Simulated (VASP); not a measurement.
NaCl:

```
Na Cl
1.0
     0.00000    2.81000    2.81000
     2.81000    0.00000    2.81000
     2.81000    2.81000    0.00000
Na Cl
1 1
Direct
  0.00000 0.00000 0.00000
  0.50000 0.50000 0.50000
```

| Quantity | Value |
| --- | --- |
| Program | VASP 6.6.1 |
| Task | relaxation of cell and atoms |
| Functional | PBE |
| Potentials or basis | VASP PAW PBE potentials, release 64 (Na_pv, Cl) |
| Cutoff | 600 eV |
| k mesh | 8 × 8 × 8 |
| Occupations | gaussian, width 0.02 eV |
| Spin | no spin polarisation |

At the start: pressure 1.1 GPa; volume 22.19 Å³/atom.

**Question.** How do energy, volume and symmetry change on relaxing?

**Answer.** Over 3 steps the energy falls by 2.9 meV/atom and the volume is 23.14 Å³/atom (+4.3 %); space group Fm-3m (No. 225, to 0.05 Å).

The path:
| step | energy change (eV) | largest force (eV/Å) | pressure (GPa) | volume (Å³) |
| --- | --- | --- | --- | --- |
| 1 | 0.0000 | 0.0000 | 1.05 | 44.38 |
| 2 | -0.0045 | 0.0000 | 0.52 | 45.32 |
| 3 | -0.0058 | 0.0000 | 0.00 | 46.28 |

Final structure:
```
Na Cl
1.0
     0.00000    2.84956    2.84956
     2.84956    0.00000    2.84956
     2.84956    2.84956    0.00000
Na Cl
1 1
Direct
  0.00000 0.00000 0.00000
  0.50000 0.50000 0.50000
```
